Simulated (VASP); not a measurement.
A run of VASP 6.6.1 is set up as follows.

Contents of INCAR:

```
PREC = Accurate
ENCUT = 520
EDIFF = 1E-6
ISMEAR = 0
SIGMA = 0.02
LREAL = F
LASPH = T
NELM = 100
ALGO = Normal
ISIF = 2
LWAVE = F
LCHARG = T
GGA = PS
LELF = T
LVHAR = T
NBANDS = 28
```

KPOINTS

```
Automatic mesh
0
Gamma
  6 6 6
```

The input POSCAR:

```
BaZrO3
1.0
    4.1410321819      0.0000000000      0.0000000000
    0.0000000000      4.1410321819      0.0000000000
    0.0000000000      0.0000000000      4.1410321819
Ba Zr O
1 1 3
Direct
    0.0000000000      0.0000000000      0.0000000000
    0.5000000000      0.5000000000      0.5000000000
    0.5000000000      0.0000000000      0.5000000000
    0.5000000000      0.5000000000      0.0000000000
    0.0000000000      0.5000000000      0.5000000000
```

Potentials or basis: VASP PAW PBE potentials, release 64 (Ba_sv, Zr_sv, O).

Run with:

```sh
$ cat potpaw_PBE.64/Ba_sv/POTCAR potpaw_PBE.64/Zr_sv/POTCAR potpaw_PBE.64/O/POTCAR > POTCAR
$ mpirun -np 1 vasp_std > vasp.out
```

What does it give for the band gap on the k mesh?

3.18 eV, indirect (least direct gap 3.35 eV).

Estimate the pressure.

6.3 GPa.

Caveat: the PAW data sets were made with another functional, which shifts forces and pressure a little; spin-orbit coupling is left out, which moves the levels of the heavy elements. As with any semilocal functional, this PBEsol gap is likely too small.
